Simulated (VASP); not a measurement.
**HfN: single point with PBE0**

Crystal: HfN.

```
CELL_PARAMETERS angstrom
0.00000 2.43835 2.43835
2.43835 0.00000 2.43835
2.43835 2.43835 0.00000
ATOMIC_POSITIONS crystal
Hf 0.00000 0.00000 0.00000
N 0.25000 0.25000 0.25000
```

```json
{
  "Program": "VASP 6.6.1",
  "Task": "single point",
  "Functional": "PBE0",
  "Potentials or basis": "VASP PAW PBE potentials, release 64 (Hf_pv, N)",
  "Cutoff": "520 eV",
  "k mesh": "6 × 6 × 6",
  "Occupations": "fermi-dirac, width 0.05 eV",
  "Spin": "no spin polarisation"
}
```

```json
{
 "Pressure": "-0.7 GPa"
}
```

Levels at points of the mesh, in eV from the Fermi level:
```
           k point  band 5  band 6  band 7  band 8  band 9  band 10
(0.00, 0.00, 0.00)   -7.63   -7.63   -7.63   -1.31    2.68     2.68
(0.50, 0.00, 0.00)   -7.91   -6.94   -6.94    1.58    3.18     3.18
(0.50, 0.50, 0.00)   -9.18   -5.56   -5.56   -2.53    2.55     4.69
```

It took 19 min on 1 thread of Intel(R) Xeon(R) Platinum 8488C (Sapphire Rapids), with other jobs on the host, peak memory 0.17 GiB.

Caveat: the k points lie up to 0.37 Å⁻¹ apart; the PAW data sets were made with another functional, which shifts forces and pressure a little; spin-orbit coupling is left out, which moves the levels of the heavy elements.
